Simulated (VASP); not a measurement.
Write the native input for VASP 6.6.1 that does the following.

```yaml
Task: single point
Functional: r2SCAN
Potentials_or_basis: VASP PAW PBE potentials, release 64 (Cu)
Cutoff: 520 eV
k_mesh: 25 × 25 × 25
Occupations: fermi-dirac, width 0.1 eV
Spin: no spin polarisation
Dipole_correction: no
Further_INCAR_settings: ALGO = Normal; EDIFF = 1e-07; NBANDS = 12
```

Cu:

```xyz
1
Lattice="0.0000 1.7640 1.7640 1.7640 0.0000 1.7640 1.7640 1.7640 0.0000" Properties=species:S:1:pos:R:3 pbc="T T T"
Cu    0.0000    0.0000    0.0000
```

This cell differs from its parent crystal: volume scaled by 0.96.

These files were run (other wordings do the same):

POSCAR

```
Cu
1.0
    0.0000000000      1.7639655260      1.7639655260
    1.7639655260      0.0000000000      1.7639655260
    1.7639655260      1.7639655260      0.0000000000
Cu
1
Direct
    0.0000000000      0.0000000000      0.0000000000
```

INCAR.step1

```
PREC = Accurate
ENCUT = 520
ISMEAR = -1
SIGMA = 0.1
LREAL = F
LASPH = T
NELM = 100
NBANDS = 12
GGA = PE
ALGO = Normal
EDIFF = 1E-4
LWAVE = T
LCHARG = F
```

INCAR.step2

```
PREC = Accurate
ENCUT = 520
EDIFF = 1E-7
ISMEAR = -1
SIGMA = 0.1
LREAL = F
LASPH = T
NELM = 100
ALGO = Normal
ISIF = 2
LWAVE = F
LCHARG = F
METAGGA = R2SCAN
LMIXTAU = T
NBANDS = 12
ISTART = 1
```

KPOINTS

```
regular mesh
0
Gamma
  25 25 25
```

Potentials or basis: VASP PAW PBE potentials, release 64 (Cu).

Launch:

```sh
$ cat potpaw_PBE.64/Cu/POTCAR > POTCAR
$ cp INCAR.step1 INCAR
$ mpirun -np 1 vasp_std > vasp.out
$ cp INCAR.step2 INCAR
$ mpirun -np 1 vasp_std > vasp.out
```

It gave:

* Pressure: 8.1 GPa

Caveat: the PAW data sets were made with another functional, which shifts forces and pressure a little.

It took 6 min on 1 thread of AMD EPYC 7R43 64-Core Processor (Zen 3), with other jobs on the host, peak memory 0.13 GiB.
